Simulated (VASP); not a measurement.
# KBr (I4/mmm) in VASP: further runs

The runs below take KBr through single point, with PBE.

Program: VASP 6.6.1. These are calculated values, not measurements. Logs are shortened: lines on timing, memory, paths and dates and some standing lists are left out, and cuts for length are marked.

### 1 The cell of the first run

Symmetry: I4/mmm, No. 139, tetragonal system. Conventional cell: a = 4.656 Å, b = 4.656 Å, c = 6.420 Å, α = 90.00°, β = 90.00°, γ = 90.00°. K (site symmetry 4/mmm) has 6 Br at 3.21 to 3.29 Å within 4.2 Å. Within 4.2 Å of Br (site symmetry 4/mmm) lie 6 K at 3.21 to 3.29 Å.

### 2 Single point, PBE (strain +0.000 along x and y, -0.025 along z)

File INCAR:

```
SYSTEM = KBr
  PREC = Accurate
  ENCUT = 520
  EDIFF = 1E-6
  ISMEAR = 0
  SIGMA = 0.05
  LREAL = .FALSE.
  LASPH = .TRUE.
  NELM = 80
  ALGO = Normal
  ISIF = 2
  LWAVE = .FALSE.
  LCHARG = .FALSE.
  GGA = PE
  NBANDS = 15
```

File KPOINTS:

```
regular mesh
0
G
  6 6 6
  0 0 0
```

File POSCAR:

```
KBr
1.0
    0.0000000000      3.2925000000      3.2101875000
    3.2925000000      0.0000000000      3.2101875000
    3.2925000000      3.2925000000      0.0000000000
K Br
1 1
Direct
    0.0000000000      0.0000000000      0.0000000000
    0.5000000000      0.5000000000      0.5000000000
```

Potentials or basis: VASP PAW PBE potentials, release 64 (K_sv, Br).

Command:

```
$ cat potpaw_PBE.64/K_sv/POTCAR potpaw_PBE.64/Br/POTCAR > POTCAR
$ mpirun -np 1 vasp_std > vasp.out
```

OUTCAR:

```text
SYSTEM = KBr
   PREC = Accurate
   ENCUT = 520
   EDIFF = 1E-6
   ISMEAR = 0
   LREAL = .FALSE.
   LASPH = .TRUE.
   NELM = 80
   ISIF = 2
   GGA = PE

 ion  position               nearest neighbor table
   1  0.000  0.000  0.000-   2 3.21   2 3.21   2 3.29   2 3.29   2 3.29   2 3.29
   2  0.500  0.500  0.500-   1 3.21   1 3.21   1 3.29   1 3.29   1 3.29   1 3.29

  LATTYP: Found a body centered tetragonal cell.
 ALAT       =     4.6562981541
 C/A-ratio  =     1.3788582233

  Lattice vectors:

 A1 = (   0.0000000000,  -3.2925000000,  -3.2101875000)
 A2 = (   0.0000000000,   3.2925000000,  -3.2101875000)
 A3 = (   3.2925000000,   0.0000000000,   3.2101875000)

Analysis of symmetry for initial positions (statically):
=====================================================================
 Subroutine PRICEL returns:
 Original cell was already a primitive cell.

 Routine SETGRP: Setting up the symmetry group for a
 body centered tetragonal supercell.

 Subroutine GETGRP returns: Found 16 space group operations
 (whereof 16 operations were pure point group operations)
 out of a pool of 16 trial point group operations.

The static configuration has the point symmetry D_4h.

Analysis of symmetry for dynamics (positions and initial velocities):
=====================================================================
 Subroutine PRICEL returns:
 Original cell was already a primitive cell.

 Routine SETGRP: Setting up the symmetry group for a
 body centered tetragonal supercell.

 Subroutine GETGRP returns: Found 16 space group operations
 (whereof 16 operations were pure point group operations)
 out of a pool of 16 trial point group operations.

The dynamic configuration has the point symmetry D_4h.

 Subroutine INISYM returns: Found 16 space group operations
 (whereof 16 operations are pure point group operations),
 and found     1 'primitive' translations

----------------------------------------------------------------------------------------

                                     Primitive cell

  volume of cell :      69.6004

  direct lattice vectors                    reciprocal lattice vectors
     0.000000000  3.292500000  3.210187500    -0.151860289  0.151860289  0.155754142
     3.292500000  0.000000000  3.210187500     0.151860289 -0.151860289  0.155754142
     3.292500000  3.292500000  0.000000000     0.151860289  0.151860289 -0.155754142

  length of vectors
     4.598462790  4.598462790  4.656298154     0.265296904  0.265296904  0.265296904

  position of ions in fractional coordinates (direct lattice)
     0.000000000  0.000000000  0.000000000
     0.500000000  0.500000000  0.500000000

  ion indices of the primitive-cell ions
   primitive index   ion index
                 1           1
                 2           2

----------------------------------------------------------------------------------------

 KPOINTS: regular mesh

Automatic generation of k-mesh.
 Grid dimensions read from file:
 generate k-points for:    6    6    6

 Generating k-lattice:

  Cartesian coordinates                     Fractional coordinates (reciprocal lattice)
    -0.025310048  0.025310048  0.025959024     0.166666667  0.000000000  0.000000000
     0.025310048 -0.025310048  0.025959024     0.000000000  0.166666667  0.000000000
     0.025310048  0.025310048 -0.025959024    -0.000000000 -0.000000000  0.166666667

  Length of vectors
     0.044216151  0.044216151  0.044216151

  Shift w.r.t. Gamma in fractional coordinates (k-lattice)
     0.000000000  0.000000000  0.000000000

 Subroutine IBZKPT returns following result:
 ===========================================

 Found     30 irreducible k-points:

 Following reciprocal coordinates:
            Coordinates               Weight
  0.000000  0.000000  0.000000      1.000000
  0.166667  0.000000  0.000000      8.000000
  0.333333  0.000000  0.000000      8.000000
  0.500000  0.000000  0.000000      4.000000
  0.166667  0.166667  0.000000      2.000000
  0.333333  0.166667  0.000000      8.000000
[... 16 lines left out ...]
  0.333333  0.000000  0.333333      4.000000
  0.500000  0.000000  0.333333     16.000000
 [... further k-points ...]
   k-points           NKPTS =     30   k-points in BZ     NKDIM =     30   number of bands    NBANDS=     15
   number of dos      NEDOS =    301   number of ions     NIONS =      2
   total plane-waves  NPLWV =  46656
   dimension x,y,z NGX =    36 NGY =   36 NGZ =   36
   dimension x,y,z NGXF=    72 NGYF=   72 NGZF=   72
   ions per type =               1   1
   NGX,Y,Z   is equivalent  to a cutoff of  13.01, 13.01, 12.85 a.u.
   NGXF,Y,Z  is equivalent  to a cutoff of  26.03, 26.03, 25.71 a.u.
 SYSTEM =  KBr
   PREC   = accura    normal or accurate (medium, high low for compatibility)
   ISTART =      0    job   : 0-new  1-cont  2-samecut
   ICHARG =      2    charge: 1-file 2-atom 10-const
   ISPIN  =      1    spin polarized calculation?
   LNONCOLLINEAR =      F non collinear calculations
   LSORBIT =      F    spin-orbit coupling
   LASPH  =      T    aspherical Exc in radial PAW
   ENCUT  =  520.0 eV  38.22 Ry    6.18 a.u.   8.55  8.55  8.66*2*pi/ulx,y,z
   NELM   =     80;   NELMIN=  2; NELMDL= -5     # of ELM steps
   EDIFF  = 0.1E-05   stopping-criterion for ELM
   LREAL  =      F    real-space projection
   EDIFFG = 0.1E-04   stopping-criterion for IOM
   NSW    =      0    number of steps for IOM
   IBRION =     -1    ionic relax: 0-MD 1-quasi-New 2-CG
   NFREE  =      0    steps in history (QN), initial steepest desc. (CG)
   ISIF   =      2    stress and relaxation
   ISYM   =      2    0-nonsym 1-usesym 2-fastsym
   POTIM  = 0.5000    time-step for ionic-motion
   TEBEG  =    0.0;   TEEND  =   0.0 temperature during run
   PSTRESS=    0.0 pullay stress
   NELECT =      16.0000    total number of electrons
   NUPDOWN=      -1.0000    fix difference up-down
   EMIN   =  10.00;   EMAX   =-10.00  energy-range for DOS
   EFERMI =   0.00;   METHOD = LEGACY
   ISMEAR =     0;   SIGMA  =   0.05  broadening in eV -4-tet -1-fermi 0-gaus
   EFERMI_NEDOS =   21; number of points for ismear=-14 and -15
   IALGO  =     38    algorithm
   IMIX   =      4    mixing-type and parameters
     AMIX     =   0.40;   BMIX     =  1.00
     AMIX_MAG =   1.60;   BMIX_MAG =  1.00
  volume/ion in A,a.u.               =      34.80       234.84
  Fermi-wavevector in a.u.,A,eV,Ry     =   1.002869  1.895147 13.684006  1.005746
  Thomas-Fermi vector in A             =   2.135384
   LORBIT       =      0    0 simple, 1 ext, 2 COOP (PROOUT), +10 PAW based schemes
   GGA     = PE    functional components
   LHFCALC =     F    Hartree Fock is set to
   AEXX    =    0.0000 exact exchange contribution
   IVDW    =     0    specifies the selected vdW correction
   LEPSILON=     F    determine dielectric tensor
   LRPA    =     F    only Hartree local field effects (RPA)
 non-spin polarized calculation
 Gauss-broadening in eV      SIGMA  =   0.05
  energy-cutoff  :      520.00
  volume of cell :       69.60
 maximum number of plane-waves:      1896
 NGX is ok and might be reduce to    36
   NGX = 17   NGY = 17   NGZ = 17

 number of electron      16.0000000 magnetization

 Free energy of the ion-electron system (eV)
  ---------------------------------------------------
  ext. energy  EPLUGINS =         0.00000000
  ---------------------------------------------------
  free energy    TOTEN  =        -6.19633865 eV

  energy without entropy =       -6.19633865  energy(sigma->0) =       -6.19633865

 E-fermi :  -1.3693     XC(G=0):  -7.4991

 val. band max:       -1.5983243792   @ k =   0.0000   0.0000   0.0000
 cond. band min:       2.9104769439   @ k =   0.0000   0.0000   0.0000
 fundamental gap:      4.5088013231
 Fermi energy:        -1.3692786803

 k-point     1 :       0.0000    0.0000    0.0000
  band No.  band energies     occupation
      1     -29.3222      2.00000
      2     -13.9433      2.00000
      3     -12.8042      2.00000
      4     -12.8020      2.00000
      5     -12.8020      2.00000
      6      -1.6149      2.00000
      7      -1.6149      2.00000
      8      -1.5983      2.00000
      9       2.9105      0.00000
     10       5.9476      0.00000
     11       5.9476      0.00000
     12       6.1072      0.00000
     13       6.7836      0.00000
     14       6.9067      0.00000
     15      10.0783      0.00000

 k-point     2 :       0.1667    0.0000    0.0000
  band No.  band energies     occupation
      1     -29.3206      2.00000
      2     -13.9979      2.00000
      3     -12.8043      2.00000
      4     -12.8041      2.00000
      5     -12.7285      2.00000
      6      -1.9962      2.00000
      7      -1.7106      2.00000
      8      -1.7013      2.00000
      9       3.5856      0.00000
     10       5.8648      0.00000
     11       6.2884      0.00000
     12       6.3867      0.00000
     13       7.1559      0.00000
     14       7.2928      0.00000
     15      10.9954      0.00000

 k-point     3 :       0.3333    0.0000    0.0000
  band No.  band energies     occupation
      1     -29.3172      2.00000
      2     -14.0916      2.00000
      3     -12.8088      2.00000
      4     -12.8057      2.00000
      5     -12.5941      2.00000
      6      -2.6010      2.00000
      7      -1.8891      2.00000
      8      -1.8832      2.00000
      9       4.6827      0.00000
     10       6.1858      0.00000
     11       7.1949      0.00000
     12       7.2698      0.00000
     13       8.0943      0.00000
     14       8.2615      0.00000
     15      10.0486      0.00000
[... 343 lines left out ...]
 k-point    23 :       0.3333    0.0000    0.3333
  band No.  band energies     occupation
      1     -29.3159      2.00000
      2     -13.9386      2.00000
      3     -12.8363      2.00000
      4     -12.8287      2.00000
      5     -12.7768      2.00000
      6      -2.4696      2.00000
      7      -1.8367      2.00000
      8      -1.8341      2.00000
      9       4.5336      0.00000
     10       5.0650      0.00000
     11       7.5267      0.00000
     12       8.0757      0.00000
     13       8.3618      0.00000
     14       8.4356      0.00000
     15       9.3210      0.00000

 k-point    24 :       0.5000    0.0000    0.3333
  band No.  band energies     occupation
      1     -29.3143      2.00000
      2     -13.9273      2.00000
      3     -12.8714      2.00000
      4     -12.8332      2.00000
      5     -12.7600      2.00000
      6      -2.4595      2.00000
      7      -2.0558      2.00000
      8      -1.9123      2.00000
      9       4.6738      0.00000
     10       5.9727      0.00000
     11       7.4228      0.00000
     12       8.0116      0.00000
     13       8.2734      0.00000
     14       8.9567      0.00000
     15       9.4364      0.00000

 [... further k-points ...]

------------------------ aborting loop because EDIFF is reached ----------------------------------------

  FORCE on cell =-STRESS in cart. coord.  units (eV):
  Direction    XX          YY          ZZ          XY          YZ          ZX
  --------------------------------------------------------------------------------------
  -------------------------------------------------------------------------------------
  Total        0.4479714      0.4479714      0.9011209      0.0000000      0.0000000      0.0000000
  in kB       10.3121416     10.3121416     20.7434841      0.0000000      0.0000000      0.0000000
  external PRESSURE =      13.7892558 kB  Pullay stress =       0.0000000 kB

 VOLUME and BASIS-vectors are now :
 -----------------------------------------------------------------------------
  energy-cutoff  :      520.00
  volume of cell :       69.60
      direct lattice vectors                 reciprocal lattice vectors
     0.000000000  3.292500000  3.210187500    -0.151860289  0.151860289  0.155754142
     3.292500000  0.000000000  3.210187500     0.151860289 -0.151860289  0.155754142
     3.292500000  3.292500000  0.000000000     0.151860289  0.151860289 -0.155754142

 POSITION                                       TOTAL-FORCE (eV/Angst)
 -----------------------------------------------------------------------------------
      0.00000      0.00000      0.00000        -0.000000      0.000000      0.000000
      3.29250      3.29250      3.21019         0.000000     -0.000000      0.000000
 -----------------------------------------------------------------------------------
    total drift:                                0.000000      0.000000      0.000000

  FREE ENERGIE OF THE ION-ELECTRON SYSTEM (eV)
  ---------------------------------------------------
  free  energy   TOTEN  =        -6.1963386504 eV

  energy  without entropy=       -6.1963386504  energy(sigma->0) =       -6.19633865
```

Wall time 38 s (1 thread of AMD EPYC 7R13, shared host); peak memory 0.18 GiB.

What came out:

```yaml
Free_energy: -6.1963 eV
Pressure: 1.4 GPa
Band_gap_on_the_k_mesh: 4.51 eV
```

Stress tensor (GPa, compression positive):
```
1.03 0.00 0.00
0.00 1.03 0.00
0.00 0.00 2.07
```

Caveat: the cell differs from its parent crystal (strain +0.000 along x and y, -0.025 along z).

[end of part 1 of 2]
